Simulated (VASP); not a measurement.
**BiTe: single point with PBE**

BiTe:

```xyz
2
Lattice="4.1498 0.0000 0.0000 -2.0749 3.5938 0.0000 0.0000 0.0000 4.4405" Properties=species:S:1:pos:R:3 pbc="T T T"
Bi    0.0000    0.0000    0.0000
Te    2.0749    1.1979    2.2203
```

| Property | Result |
| --- | --- |
| Program | VASP 6.6.1 |
| Task | single point |
| Functional | PBE |
| Potentials or basis | VASP PAW PBE potentials, release 64 (Bi_d, Te) |
| Cutoff | 500 eV |
| k mesh | 10 × 10 × 8 |
| Occupations | tetrahedron |
| Spin | no spin polarisation |
| Dipole correction | no |
| Further INCAR settings | ALGO = Normal; EDIFF = 1e-06; NBANDS = 18 |

- Pressure: 0.2 GPa

Stress tensor (GPa, compression positive):
```
0.12 0.00 0.00
0.00 0.12 0.00
0.00 0.00 0.33
```

Levels at points of the mesh, in eV from the Fermi level:
| k point | band 6 | band 7 | band 8 | band 9 | band 10 | band 11 | band 12 | band 13 | band 14 | band 15 |
| --- | --- | --- | --- | --- | --- | --- | --- | --- | --- | --- |
| (0.00, 0.00, 0.00) | -13.49 | -8.53 | -3.93 | -1.45 | -1.45 | 1.73 | 1.73 | 3.30 | 4.26 | 5.39 |
| (0.50, 0.00, 0.00) | -11.85 | -10.40 | -3.31 | -2.89 | -2.12 | -0.30 | 0.29 | 3.04 | 3.24 | 7.54 |
| (0.00, 0.00, 0.50) | -11.75 | -11.74 | -0.80 | -0.60 | -0.60 | 0.29 | 1.07 | 1.07 | 6.56 | 6.56 |
| (0.50, 0.00, 0.50) | -10.84 | -10.73 | -5.03 | -5.02 | -1.39 | -0.21 | 1.34 | 1.63 | 7.66 | 7.76 |

Wall time 58 s on 1 thread of Intel(R) Xeon(R) Platinum 8488C (Sapphire Rapids), on a shared host, peak memory 0.23 GiB.

Caveat: spin-orbit coupling is left out, which moves the levels of the heavy elements.
